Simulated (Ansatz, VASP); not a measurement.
# One calculation of P, two programs

File INCAR:

```
  PREC = Accurate
  ENCUT = 520
  EDIFF = 1E-7
  ISMEAR = 0
  SIGMA = 0.1
  LREAL = F
  LASPH = T
  NELM = 80
  ALGO = Normal
  ISIF = 2
  LWAVE = F
  LCHARG = T
  GGA = PE
  LELF = T
  LVHAR = T
  NBANDS = 8
```

File KPOINTS:

```
Automatic mesh
0
Gamma
  22 22 22
```

Contents of POSCAR:

```
P
1.0
    2.4197939337      0.0000000000      0.0000000000
    0.0000000000      2.4197939337      0.0000000000
    0.0000000000      0.0000000000      2.4197939337
P
1
Direct
    0.0000000000      0.0000000000      0.0000000000
```

Input for Ansatz:

```yaml
crystal:
  lattice:
    - [2.4197939337, 0.0, 0.0]
    - [0.0, 2.4197939337, 0.0]
    - [0.0, 0.0, 2.4197939337]
  atoms:
    - { symbol: P, position: [0.0, 0.0, 0.0] }
basis:
  ecutwfc: 420
kpoints:
  mp_grid: { grid: [22, 22, 22] }
hamiltonian:
  xc: pbe
scf:
  occupations: { method: gaussian, width: 0.1 }
output:
  forces: true
  stress: true
  eigenvalues: true
```

Alike in both runs: task single point; functional PBE; k mesh 22 × 22 × 22; occupations gaussian, width 0.1 eV; no spin polarisation.

```csv
,VASP,Ansatz
version,VASP 6.6.1,Ansatz 0.2.0
potentials or method,"VASP PAW PBE potentials, release 64 (P), cutoff 520 eV","scalar-relativistic, plane waves, PAW"
valence electrons in the cell,5,5
```

Ansatz gave:

| Quantity | Value |
| --- | --- |
| gap on the k mesh at the Fermi level (eV) | none |
| pressure (GPa) | 3.9 |

Question: Which values does VASP return?

Answer: gap on the k mesh at the Fermi level (eV): none; pressure (GPa): 3.6.

A gap of «none» marks a metal or a gap that the smearing closes.
